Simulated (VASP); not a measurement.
Mg2InPtC6N6: single point with PBE

Crystal: Mg2InPtC6N6.

```
Mg In Pt C N
1.0
     0.00000    5.54632    5.54632
     5.54632    0.00000    5.54632
     5.54632    5.54632    0.00000
Mg In Pt C N
2 1 1 6 6
Direct
  0.25000 0.25000 0.25000
  0.75000 0.75000 0.75000
  0.50000 0.50000 0.50000
  0.00000 0.00000 0.00000
  0.81139 0.18861 0.18861
  0.18861 0.81139 0.18861
  0.18861 0.18861 0.81139
  0.18861 0.81139 0.81139
  0.81139 0.18861 0.81139
  0.81139 0.81139 0.18861
  0.70622 0.29378 0.29378
  0.29378 0.70622 0.29378
  0.29378 0.29378 0.70622
  0.29378 0.70622 0.70622
  0.70622 0.29378 0.70622
  0.70622 0.70622 0.29378
```

- Program: VASP 6.6.1
- Task: single point
- Functional: PBE
- Potentials or basis: VASP PAW PBE potentials, release 64 (Mg, In_d, Pt, C, N)
- Cutoff: 520 eV
- k mesh: 6 × 6 × 6
- Occupations: gaussian, width 0.1 eV
- Spin: no spin polarisation

| Quantity | Value |
| --- | --- |
| Pressure | 0.3 GPa |
| Largest force | 0.408 eV/Å |
| Band gap on the k mesh | zero (an odd number of electrons rules out a gap without spin polarisation) |

Forces on the atoms (eV/Å):
```
Mg   0.000  0.000  0.000
Mg   0.000  0.000  0.000
In   0.000  0.000  0.000
Pt   0.000  0.000  0.000
C   -0.402  0.000  0.000
C    0.000 -0.402  0.000
C    0.000  0.000 -0.402
C    0.402  0.000  0.000
C    0.000  0.402  0.000
C    0.000  0.000  0.402
N    0.408  0.000  0.000
N    0.000  0.408  0.000
N    0.000  0.000  0.408
N   -0.408  0.000  0.000
N    0.000 -0.408  0.000
N    0.000  0.000 -0.408
```

Levels at points of the mesh, in eV from the Fermi level:
```csv
k point,band 38,band 39,band 40,band 41,band 42,band 43
"(0.00, 0.00, 0.00)",-5.32,-1.47,-0.78,0.34,0.34,1.00
"(0.50, 0.00, 0.00)",-5.12,-0.88,-0.86,0.20,0.20,0.98
"(0.50, 0.50, 0.00)",-4.95,-0.85,-0.64,-0.32,0.38,1.30
```

Run time: 8.2 min on 1 thread of Intel(R) Xeon(R) Platinum 8488C (Sapphire Rapids), on a shared host, peak memory 0.61 GiB.

Caveat: spin-orbit coupling is left out, which moves the levels of the heavy elements.
